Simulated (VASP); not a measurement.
# MgO: single point with LDA

MgO:

```xyz
2
Lattice="0.0000 2.1760 2.1760 2.1760 0.0000 2.1760 2.1760 2.1760 0.0000" Properties=species:S:1:pos:R:3 pbc="T T T"
Mg    0.0000    0.0000    0.0000
O     2.1760    2.1760    2.1760
```

```
Program                : VASP 6.6.1
Task                   : single point
Functional             : LDA
Potentials or basis    : VASP PAW LDA potentials, release 64 (Mg, O)
Cutoff                 : 600 eV
k mesh                 : 9 × 9 × 9
Occupations            : gaussian, width 0.1 eV
Spin                   : no spin polarisation
Dipole correction      : no
Further INCAR settings : ALGO = Normal; EDIFF = 1e-06; NBANDS = 11
```

The pressure is -19.5 GPa and the band gap on the k mesh is 3.76 eV, direct.

Levels at points of the mesh, in eV from the valence-band top:
```
           k point  band 1  band 2  band 3  band 4  band 5  band 6  band 7  band 8  band 9
(0.00, 0.00, 0.00)  -16.52    0.00    0.00    0.00    3.76   14.99   14.99   14.99   18.77
```

Run time: 7.4 s on 1 thread of Intel(R) Xeon(R) Platinum 8559C (Emerald Rapids) (shared host), peak memory 0.14 GiB.

Expect the measured gap to be larger: semilocal functionals such as LDA lack the derivative discontinuity.
